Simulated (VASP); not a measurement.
**Al: single point with PBE+D3(BJ)**

Crystal: Al.

```
Al
1.0
     2.73928    0.00000    0.00000
    -1.36964    2.37228    0.00000
     0.00000    0.00000    9.24105
Al
4
Direct
  0.00000 0.00000 0.00000
  0.33333 0.66667 0.25000
  0.00000 0.00000 0.50000
  0.66667 0.33333 0.75000
```

This isn't the form of Al at room conditions, which is fcc.

```json
{
  "Program": "VASP 6.6.1",
  "Task": "single point",
  "Functional": "PBE",
  "Dispersion": "D3(BJ)",
  "Potentials or basis": "VASP PAW PBE potentials, release 64 (Al)",
  "Cutoff": "520 eV",
  "k mesh": "18 × 18 × 4",
  "Occupations": "gaussian, width 0.15 eV",
  "Spin": "no spin polarisation",
  "Dipole correction": "no",
  "Further INCAR settings": "ALGO = Fast; EDIFF = 1e-07; NBANDS = 14"
}
```

```
Pressure                   : 5.4 GPa
Band gap on the k mesh     : zero (bands 6 and 7 overlap by 5.18 eV)
Dispersion energy per atom : -0.371 eV
```

Stress tensor (GPa, compression positive):
```
6.49 0.00 0.00
0.00 6.49 0.00
0.00 0.00 3.24
```

Levels at points of the mesh, in eV from the Fermi level:
```tsv
k point	band 3	band 4	band 5	band 6	band 7	band 8	band 9	band 10
(0.00, 0.00, 0.00)	-10.05	-5.13	-4.90	3.03	3.04	11.97	11.97	11.98
(0.50, 0.00, 0.00)	-4.10	-4.10	-3.31	-3.30	0.80	1.19	1.25	1.64
(0.00, 0.00, 0.50)	-7.94	-7.94	-1.34	-1.34	8.00	8.00	12.22	12.22
(0.50, 0.00, 0.50)	-4.92	-4.92	-1.94	-1.94	-1.24	-1.24	4.59	4.59
```

It took 2.7 min on 1 thread of Intel Xeon 8259CL, on a shared host, peak memory 0.21 GiB.

Caveat: the cell stands under pressure.
